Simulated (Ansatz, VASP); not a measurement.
# CaF2 in VASP and in Ansatz

Contents of INCAR:

```
SYSTEM = CaF2
PREC     = Accurate       ! precision mode
ENCUT    = 600            ! plane-wave cutoff, eV
EDIFF    = 1E-6           ! SCF threshold, eV
ISMEAR   = -1             ! smearing method
SIGMA    = 0.05           ! smearing width, eV
LREAL    = .FALSE.        ! projectors in reciprocal space
LASPH    = .TRUE.         ! aspherical terms in the spheres
NELM     = 120            ! most SCF steps
ALGO     = Normal         ! electronic algorithm
ISIF     = 2              ! what is computed and relaxed
LWAVE    = .FALSE.        ! write WAVECAR
LCHARG   = .FALSE.        ! write CHGCAR
GGA      = PE             ! functional
NBANDS   = 19             ! bands
GGA_COMPAT= .FALSE.
```

Contents of KPOINTS:

```
Automatic mesh
0
G
  8 8 8
  0 0 0
```

Contents of POSCAR:

```
CaF2
1.0
    0.0000000000      2.7310000000      2.7310000000
    2.7310000000      0.0000000000      2.7310000000
    2.7310000000      2.7310000000      0.0000000000
Ca F
1 2
Direct
    0.0000000000      0.0000000000      0.0000000000
    0.2500000000      0.2500000000      0.2500000000
    0.7500000000      0.7500000000      0.7500000000
```

Input for Ansatz:

```yaml
crystal:
  lattice:
    - [0.0, 2.731, 2.731]
    - [2.731, 0.0, 2.731]
    - [2.731, 2.731, 0.0]
  atoms:
    - { symbol: Ca, position: [0.0, 0.0, 0.0] }
    - { symbol: F, position: [0.25, 0.25, 0.25] }
    - { symbol: F, position: [0.75, 0.75, 0.75] }
kpoints:
  mp_grid:
    grid: [8, 8, 8]
  band_path:
    path:
      - [0.375, 0.375, 0.75]
      - [0.0, 0.0, 0.0]
      - [0.5, 0.5, 0.5]
      - [0.5, 0.25, 0.75]
      - [0.5, 0.0, 0.5]
    npoints: 8
scf:
  n_extra_bands: 6
  convergence:
    dr2_threshold: 1.0e-10
  occupations:
    method: fermi_dirac
    width: 0.05
output:
  write_density: true
  volumetric_format: cube
```

Alike in both runs: task single point; functional PBE; k mesh 8 × 8 × 8; occupations fermi-dirac, width 0.05 eV; no spin polarisation.

|  | VASP | Ansatz |
| --- | --- | --- |
| version | VASP 6.6.1 | Ansatz 0.2.0 |
| potentials or method | VASP PAW PBE potentials, release 64 (Ca_sv, F) | plane waves, PAW |
| plane-wave cutoff (eV) | 600 | 420 |
| valence electrons in the cell | 24 | 24 |

Ansatz gave:

```
gap on the k mesh at the Fermi level (eV) : 7.30
```

**Question.** What did VASP give for the same quantities?

**Answer.** gap on the k mesh at the Fermi level (eV): 7.28.
